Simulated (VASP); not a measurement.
Input of a VASP 6.6.1 run:

INCAR

```
SYSTEM = TiAl
ALGO = Normal
EDIFF = 1E-7
ENCUT = 520
GGA = PE
ISIF = 2
ISMEAR = 0
LASPH = .TRUE.
LCHARG = .FALSE.
LREAL = .FALSE.
LWAVE = .FALSE.
NBANDS = 14
NELM = 80
PREC = Accurate
SIGMA = 0.15
```

Contents of KPOINTS:

```
k-points
0
G
  18 18 10
  0 0 0
```

File POSCAR:

```
TiAl
1.0
    2.7729000000      0.0000000000      0.0000000000
   -1.3864500000      2.4014018422      0.0000000000
    0.0000000000      0.0000000000      5.0668000000
Ti Al
1 1
Direct
    0.0000000000      0.0000000000      0.0000000000
    0.3333333333      0.6666666667      0.5000000000
```

Potentials or basis: VASP PAW PBE potentials, release 64 (Ti_sv, Al).

Command:

```sh
$ cat potpaw_PBE.64/Ti_sv/POTCAR potpaw_PBE.64/Al/POTCAR > POTCAR
$ mpirun -np 1 vasp_std > vasp.out
```

Task: What does it give for the pressure?

Result: -0.9 GPa.

Stress tensor (GPa, compression positive):
```
  5.79   0.00   0.00
  0.00   5.79   0.00
  0.00   0.00 -14.32
```
